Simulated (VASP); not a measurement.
Input of a VASP 6.6.1 run:

File POSCAR:

```
MgS
1.0
   10.3639610000      0.0000000000      0.0000000000
    0.0000000000     10.3639610000      0.0000000000
    0.0000000000      0.0000000000     10.3639610000
S Mg
32 32
Direct
    0.2500000000      0.0000000000      0.0000000000
    0.2500000000      0.0000000000      0.5000000000
    0.2500000000      0.5000000000      0.0000000000
    0.2500000000      0.5000000000      0.5000000000
    0.7500000000      0.0000000000      0.0000000000
    0.7500000000      0.0000000000      0.5000000000
    0.7500000000      0.5000000000      0.0000000000
    0.7500000000      0.5000000000      0.5000000000
    0.0000000000      0.2500000000      0.0000000000
    0.0000000000      0.2500000000      0.5000000000
    0.0000000000      0.7500000000      0.0000000000
    0.0000000000      0.7500000000      0.5000000000
    0.5000000000      0.2500000000      0.0000000000
    0.5000000000      0.2500000000      0.5000000000
    0.5000000000      0.7500000000      0.0000000000
    0.5000000000      0.7500000000      0.5000000000
    0.0000000000      0.0000000000      0.2500000000
    0.0000000000      0.0000000000      0.7500000000
    0.0000000000      0.5000000000      0.2500000000
    0.0000000000      0.5000000000      0.7500000000
    0.5000000000      0.0000000000      0.2500000000
    0.5000000000      0.0000000000      0.7500000000
    0.5000000000      0.5000000000      0.2500000000
    0.5000000000      0.5000000000      0.7500000000
    0.2500000000      0.2500000000      0.2500000000
    0.2500000000      0.2500000000      0.7500000000
    0.2500000000      0.7500000000      0.2500000000
    0.2500000000      0.7500000000      0.7500000000
    0.7500000000      0.2500000000      0.2500000000
    0.7500000000      0.2500000000      0.7500000000
    0.7500000000      0.7500000000      0.2500000000
    0.7500000000      0.7500000000      0.7500000000
    0.0000000000      0.0000000000      0.0000000000
    0.0000000000      0.0000000000      0.5000000000
    0.0000000000      0.5000000000      0.0000000000
    0.0000000000      0.5000000000      0.5000000000
    0.5000000000      0.0000000000      0.0000000000
    0.5000000000      0.0000000000      0.5000000000
    0.5000000000      0.5000000000      0.0000000000
    0.5000000000      0.5000000000      0.5000000000
    0.2500000000      0.2500000000      0.0000000000
    0.2500000000      0.2500000000      0.5000000000
    0.2500000000      0.7500000000      0.0000000000
    0.2500000000      0.7500000000      0.5000000000
    0.7500000000      0.2500000000      0.0000000000
    0.7500000000      0.2500000000      0.5000000000
    0.7500000000      0.7500000000      0.0000000000
    0.7500000000      0.7500000000      0.5000000000
    0.2500000000      0.0000000000      0.2500000000
    0.2500000000      0.0000000000      0.7500000000
    0.2500000000      0.5000000000      0.2500000000
    0.2500000000      0.5000000000      0.7500000000
    0.7500000000      0.0000000000      0.2500000000
    0.7500000000      0.0000000000      0.7500000000
    0.7500000000      0.5000000000      0.2500000000
    0.7500000000      0.5000000000      0.7500000000
    0.0000000000      0.2500000000      0.2500000000
    0.0000000000      0.2500000000      0.7500000000
    0.0000000000      0.7500000000      0.2500000000
    0.0000000000      0.7500000000      0.7500000000
    0.5000000000      0.2500000000      0.2500000000
    0.5000000000      0.2500000000      0.7500000000
    0.5000000000      0.7500000000      0.2500000000
    0.5000000000      0.7500000000      0.7500000000
```

The input INCAR.step1:

```
SYSTEM = MgS
PREC = Accurate
ENCUT = 520
EDIFF = 1E-5
ISMEAR = -1
SIGMA = 0.05
LREAL = Auto
LASPH = .True.
NELM = 100
ALGO = Normal
ISIF = 2
LWAVE = .True.
LCHARG = .False.
GGA = PE
NBANDS = 166
```

The input INCAR.step2:

```
SYSTEM = MgS
PREC = Accurate
ENCUT = 520
EDIFF = 1E-6
ISMEAR = -1
SIGMA = 0.05
LREAL = Auto
LASPH = .True.
NELM = 100
ALGO = Normal
ISIF = 2
LWAVE = .False.
LCHARG = .False.
GGA = PE
LHFCALC = .True.
HFSCREEN = 0.2079
PRECFOCK = Fast
ISTART = 1
NBANDS = 166
```

Contents of KPOINTS:

```
regular mesh
0
Gamma
  1 1 1
  0 0 0
```

Potentials or basis: VASP PAW PBE potentials, release 64 (S, Mg).

The run is started by

```console
$ cat potpaw_PBE.64/S/POTCAR potpaw_PBE.64/Mg/POTCAR > POTCAR
$ cp INCAR.step1 INCAR
$ mpirun -np 1 vasp_gam > vasp.out
$ cp INCAR.step2 INCAR
$ mpirun -np 1 vasp_gam > vasp.out
```

(1) Estimate the pressure.

(2) Predict the band gap on the k mesh.

Answers

(1) 0.6 GPa.

(2) 3.78 eV.

Caveat: the k points lie up to 0.61 Å⁻¹ apart; the PAW data sets were made with another functional, which shifts forces and pressure a little; an odd mesh through Γ misses points on the zone boundary, where band edges can lie.
